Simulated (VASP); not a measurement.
# Cs (Fd-3m) in VASP: notebook

Cs is run at these levels: PBEsol; tasks: single point.

Program: VASP 6.6.1. These are calculated values, not measurements. Logs are shortened: lines on timing, memory, paths and dates and some standing lists are left out, and cuts for length are marked.

## 1. The cell of the first run

Symmetry: Fd-3m, No. 227, cubic system. Conventional cell: a = 10.986 Å, b = 10.986 Å, c = 10.986 Å, α = 90.00°, β = 90.00°, γ = 90.00°.

This isn't the form of Cs at room conditions, which is bcc.

## 2. Single point, PBEsol

The input, INCAR:

```
PREC     = Accurate       # precision mode
ENCUT    = 500            # plane-wave cutoff, eV
EDIFF    = 1E-6           # SCF threshold, eV
ISMEAR   = 0              # smearing method
SIGMA    = 0.05           # smearing width, eV
LREAL    = F              # projectors in reciprocal space
LASPH    = T              # aspherical terms in the spheres
NELM     = 120            # most SCF steps
ALGO     = Normal         # electronic algorithm
ISIF     = 2              # what is computed and relaxed
LWAVE    = F              # write WAVECAR
LCHARG   = T              # write CHGCAR
GGA      = PS             # functional
LELF     = T              # ELF
LVHAR    = T            
NBANDS   = 16             # bands
GGA_COMPAT= F
```

The input, KPOINTS:

```
Automatic mesh
0
Gamma
  4 4 4
```

The input, POSCAR:

```
Cs
1.0
    0.0000000000      5.4928069674      5.4928069674
    5.4928069674      0.0000000000      5.4928069674
    5.4928069674      5.4928069674      0.0000000000
Cs
2
Direct
    0.0000000000      0.0000000000      0.0000000000
    0.2500000000      0.2500000000      0.2500000000
```

Potentials or basis: VASP PAW PBE potentials, release 64 (Cs_sv).

Run with:

```console
$ cat potpaw_PBE.64/Cs_sv/POTCAR > POTCAR
$ mpirun -np 1 vasp_std > vasp.out
```

OUTCAR:

```text
PREC = Accurate
   ENCUT = 500
   EDIFF = 1E-6
   ISMEAR = 0
   LREAL = F
   LASPH = T
   NELM = 120
   ISIF = 2
   GGA = PS

 ion  position               nearest neighbor table
   1  0.000  0.000  0.000-
   2  0.250  0.250  0.250-

  LATTYP: Found a face centered cubic cell.
 ALAT       =    10.9856139348

  Lattice vectors:

 A1 = (   0.0000000000,   5.4928069674,   5.4928069674)
 A2 = (   5.4928069674,   0.0000000000,   5.4928069674)
 A3 = (   5.4928069674,   5.4928069674,   0.0000000000)

Analysis of symmetry for initial positions (statically):
=====================================================================
 Subroutine PRICEL returns:
 Original cell was already a primitive cell.

 Routine SETGRP: Setting up the symmetry group for a
 face centered cubic supercell.

 Subroutine GETGRP returns: Found 48 space group operations
 (whereof 24 operations were pure point group operations)
 out of a pool of 48 trial point group operations.

The static configuration has the point symmetry T_d .
 The point group associated with its full space group is O_h .

Analysis of symmetry for dynamics (positions and initial velocities):
=====================================================================
 Subroutine PRICEL returns:
 Original cell was already a primitive cell.

 Routine SETGRP: Setting up the symmetry group for a
 face centered cubic supercell.

 Subroutine GETGRP returns: Found 48 space group operations
 (whereof 24 operations were pure point group operations)
 out of a pool of 48 trial point group operations.

The dynamic configuration has the point symmetry T_d .
 The point group associated with its full space group is O_h .

 Subroutine INISYM returns: Found 48 space group operations
 (whereof 24 operations are pure point group operations),
 and found     1 'primitive' translations

----------------------------------------------------------------------------------------

                                     Primitive cell

  volume of cell :     331.4462

  direct lattice vectors                    reciprocal lattice vectors
     0.000000000  5.492806967  5.492806967    -0.091028140  0.091028140  0.091028140
     5.492806967  0.000000000  5.492806967     0.091028140 -0.091028140  0.091028140
     5.492806967  5.492806967  0.000000000     0.091028140  0.091028140 -0.091028140

  length of vectors
     7.768002109  7.768002109  7.768002109     0.157665363  0.157665363  0.157665363

  position of ions in fractional coordinates (direct lattice)
     0.000000000  0.000000000  0.000000000
     0.250000000  0.250000000  0.250000000

  ion indices of the primitive-cell ions
   primitive index   ion index
                 1           1
                 2           2

----------------------------------------------------------------------------------------

 KPOINTS: Automatic mesh

Automatic generation of k-mesh.
 Grid dimensions read from file:
 generate k-points for:    4    4    4

 Generating k-lattice:

  Cartesian coordinates                     Fractional coordinates (reciprocal lattice)
    -0.022757035  0.022757035  0.022757035     0.250000000  0.000000000  0.000000000
     0.022757035 -0.022757035  0.022757035     0.000000000  0.250000000  0.000000000
     0.022757035  0.022757035 -0.022757035     0.000000000  0.000000000  0.250000000

  Length of vectors
     0.039416341  0.039416341  0.039416341

  Shift w.r.t. Gamma in fractional coordinates (k-lattice)
     0.000000000  0.000000000  0.000000000

 Subroutine IBZKPT returns following result:
 ===========================================

 Found      8 irreducible k-points:

 Following reciprocal coordinates:
            Coordinates               Weight
  0.000000  0.000000  0.000000      1.000000
  0.250000  0.000000  0.000000      8.000000
  0.500000  0.000000  0.000000      4.000000
  0.250000  0.250000  0.000000      6.000000
  0.500000  0.250000  0.000000     24.000000
 -0.250000  0.250000  0.000000     12.000000
  0.500000  0.500000  0.000000      3.000000
 -0.250000  0.500000  0.250000      6.000000
   k-points           NKPTS =      8   k-points in BZ     NKDIM =      8   number of bands    NBANDS=     16
   number of dos      NEDOS =    301   number of ions     NIONS =      2
   total plane-waves  NPLWV = 216000
   dimension x,y,z NGX =    60 NGY =   60 NGZ =   60
   dimension x,y,z NGXF=   120 NGYF=  120 NGZF=  120
   ions per type =               2
   NGX,Y,Z   is equivalent  to a cutoff of  12.84, 12.84, 12.84 a.u.
   NGXF,Y,Z  is equivalent  to a cutoff of  25.68, 25.68, 25.68 a.u.
 SYSTEM =  unknown system
   PREC   = accura    normal or accurate (medium, high low for compatibility)
   ISTART =      0    job   : 0-new  1-cont  2-samecut
   ICHARG =      2    charge: 1-file 2-atom 10-const
   ISPIN  =      1    spin polarized calculation?
   LNONCOLLINEAR =      F non collinear calculations
   LSORBIT =      F    spin-orbit coupling
   LASPH  =      T    aspherical Exc in radial PAW
   ENCUT  =  500.0 eV  36.75 Ry    6.06 a.u.  14.16 14.16 14.16*2*pi/ulx,y,z
   NELM   =    120;   NELMIN=  2; NELMDL= -5     # of ELM steps
   EDIFF  = 0.1E-05   stopping-criterion for ELM
   LREAL  =      F    real-space projection
   EDIFFG = 0.1E-04   stopping-criterion for IOM
   NSW    =      0    number of steps for IOM
   IBRION =     -1    ionic relax: 0-MD 1-quasi-New 2-CG
   NFREE  =      0    steps in history (QN), initial steepest desc. (CG)
   ISIF   =      2    stress and relaxation
   ISYM   =      2    0-nonsym 1-usesym 2-fastsym
   POTIM  = 0.5000    time-step for ionic-motion
   TEBEG  =    0.0;   TEEND  =   0.0 temperature during run
   PSTRESS=    0.0 pullay stress
   NELECT =      18.0000    total number of electrons
   NUPDOWN=      -1.0000    fix difference up-down
   EMIN   =  10.00;   EMAX   =-10.00  energy-range for DOS
   EFERMI =   0.00;   METHOD = LEGACY
   ISMEAR =     0;   SIGMA  =   0.05  broadening in eV -4-tet -1-fermi 0-gaus
   EFERMI_NEDOS =   21; number of points for ismear=-14 and -15
   IALGO  =     38    algorithm
   IMIX   =      4    mixing-type and parameters
     AMIX     =   0.40;   BMIX     =  1.00
     AMIX_MAG =   1.60;   BMIX_MAG =  1.00
  volume/ion in A,a.u.               =     165.72      1118.35
  Fermi-wavevector in a.u.,A,eV,Ry     =   0.619957  1.171548  5.229348  0.384346
  Thomas-Fermi vector in A             =   1.678938
   LORBIT       =      0    0 simple, 1 ext, 2 COOP (PROOUT), +10 PAW based schemes
   GGA     = PS    functional components
   LHFCALC =     F    Hartree Fock is set to
   AEXX    =    0.0000 exact exchange contribution
   IVDW    =     0    specifies the selected vdW correction
   LEPSILON=     F    determine dielectric tensor
   LRPA    =     F    only Hartree local field effects (RPA)
 non-spin polarized calculation
 Gauss-broadening in eV      SIGMA  =   0.05
  energy-cutoff  :      500.00
  volume of cell :      331.45
 maximum number of plane-waves:      8424
 NGX is ok and might be reduce to    60
   NGX = 29   NGY = 29   NGZ = 29

 number of electron      17.9999999 magnetization

 Free energy of the ion-electron system (eV)
  ---------------------------------------------------
  ext. energy  EPLUGINS =         0.00000000
  ---------------------------------------------------
  free energy    TOTEN  =        -1.32548143 eV

  energy without entropy =       -1.32299030  energy(sigma->0) =       -1.32423586

 E-fermi :  -0.2175     XC(G=0):  -4.5523

 val. band max:       -0.2597567162   @ k =   0.5000   0.5000   0.0000
 cond. band min:      -0.1361910133   @ k =  -0.2500   0.5000   0.2500
 fundamental gap:      0.1235657028
 Fermi energy:        -0.2175121043

 k-point     1 :       0.0000    0.0000    0.0000
  band No.  band energies     occupation
      1     -24.6482      2.00000
      2     -24.6229      2.00000
      3     -11.4811      2.00000
      4     -11.4811      2.00000
      5     -11.4811      2.00000
      6     -11.3506      2.00000
[... 8 lines left out ...]
     15       1.5087      0.00000
     16       1.5087      0.00000

 k-point     2 :       0.2500    0.0000    0.0000
  band No.  band energies     occupation
      1     -24.6456      2.00000
      2     -24.6256      2.00000
      3     -11.4882      2.00000
      4     -11.4882      2.00000
      5     -11.4793      2.00000
      6     -11.3539      2.00000
[... 8 lines left out ...]
     15       1.3340      0.00000
     16       1.5708      0.00000

 k-point     3 :       0.5000    0.0000    0.0000
  band No.  band energies     occupation
      1     -24.6419      2.00000
      2     -24.6293      2.00000
      3     -11.4947      2.00000
      4     -11.4947      2.00000
      5     -11.4777      2.00000
      6     -11.3570      2.00000
[... 8 lines left out ...]
     15       1.3489      0.00000
     16       1.8217      0.00000

 k-point     4 :       0.2500    0.2500    0.0000
  band No.  band energies     occupation
      1     -24.6445      2.00000
      2     -24.6266      2.00000
      3     -11.4960      2.00000
      4     -11.4960      2.00000
      5     -11.4629      2.00000
      6     -11.3709      2.00000
[... 8 lines left out ...]
     15       1.2839      0.00000
     16       1.5007      0.00000

 k-point     5 :       0.5000    0.2500    0.0000
  band No.  band energies     occupation
      1     -24.6401      2.00000
      2     -24.6311      2.00000
      3     -11.5071      2.00000
      4     -11.5019      2.00000
      5     -11.4482      2.00000
      6     -11.3863      2.00000
[... 8 lines left out ...]
     15       1.3960      0.00000
     16       1.7419      0.00000

 k-point     6 :      -0.2500    0.2500    0.0000
  band No.  band energies     occupation
      1     -24.6419      2.00000
      2     -24.6293      2.00000
      3     -11.5057      2.00000
      4     -11.4948      2.00000
      5     -11.4600      2.00000
      6     -11.3739      2.00000
[... 8 lines left out ...]
     15       1.4324      0.00000
     16       1.6341      0.00000

 k-point     7 :       0.5000    0.5000    0.0000
  band No.  band energies     occupation
      1     -24.6356      2.00000
      2     -24.6356      2.00000
      3     -11.5085      2.00000
      4     -11.5085      2.00000
      5     -11.4179      2.00000
      6     -11.4179      2.00000
[... 8 lines left out ...]
     15       1.5023      0.00000
     16       1.5023      0.00000

 k-point     8 :      -0.2500    0.5000    0.2500
  band No.  band energies     occupation
      1     -24.6356      2.00000
      2     -24.6356      2.00000
      3     -11.5088      2.00000
      4     -11.5088      2.00000
      5     -11.4173      2.00000
      6     -11.4173      2.00000
[... 8 lines left out ...]
     15       1.4348      0.00000
     16       1.4348      0.00000

------------------------ aborting loop because EDIFF is reached ----------------------------------------

  FORCE on cell =-STRESS in cart. coord.  units (eV):
  Direction    XX          YY          ZZ          XY          YZ          ZX
  --------------------------------------------------------------------------------------
  -------------------------------------------------------------------------------------
  Total       -0.0041050     -0.0041050     -0.0041050      0.0000000     -0.0000000     -0.0000000
  in kB       -0.0198434     -0.0198434     -0.0198434      0.0000000     -0.0000000     -0.0000000
  external PRESSURE =      -0.0198434 kB  Pullay stress =       0.0000000 kB

 VOLUME and BASIS-vectors are now :
 -----------------------------------------------------------------------------
  energy-cutoff  :      500.00
  volume of cell :      331.45
      direct lattice vectors                 reciprocal lattice vectors
     0.000000000  5.492806967  5.492806967    -0.091028140  0.091028140  0.091028140
     5.492806967  0.000000000  5.492806967     0.091028140 -0.091028140  0.091028140
     5.492806967  5.492806967  0.000000000     0.091028140  0.091028140 -0.091028140

 POSITION                                       TOTAL-FORCE (eV/Angst)
 -----------------------------------------------------------------------------------
      0.00000      0.00000      0.00000        -0.000000     -0.000000     -0.000000
      2.74640      2.74640      2.74640         0.000000      0.000000      0.000000
 -----------------------------------------------------------------------------------
    total drift:                                0.000000     -0.000000     -0.000000

  FREE ENERGIE OF THE ION-ELECTRON SYSTEM (eV)
  ---------------------------------------------------
  free  energy   TOTEN  =        -1.3254814285 eV

  energy  without entropy=       -1.3229902967  energy(sigma->0) =       -1.32423586
```

It took 66 s on 1 thread of Intel Xeon 8259CL, shared host; peak memory 0.46 GiB.

Results:

```
Free energy            : -1.3255 eV
Pressure               : 0.0 GPa
Band gap on the k mesh : zero (bands 9 and 10 overlap by 0.12 eV)
```

Caveat: the PAW data sets were made with another functional, which shifts forces and pressure a little; spin-orbit coupling is left out, which moves the levels of the heavy elements.

(Part 1 of 2 ends here.)
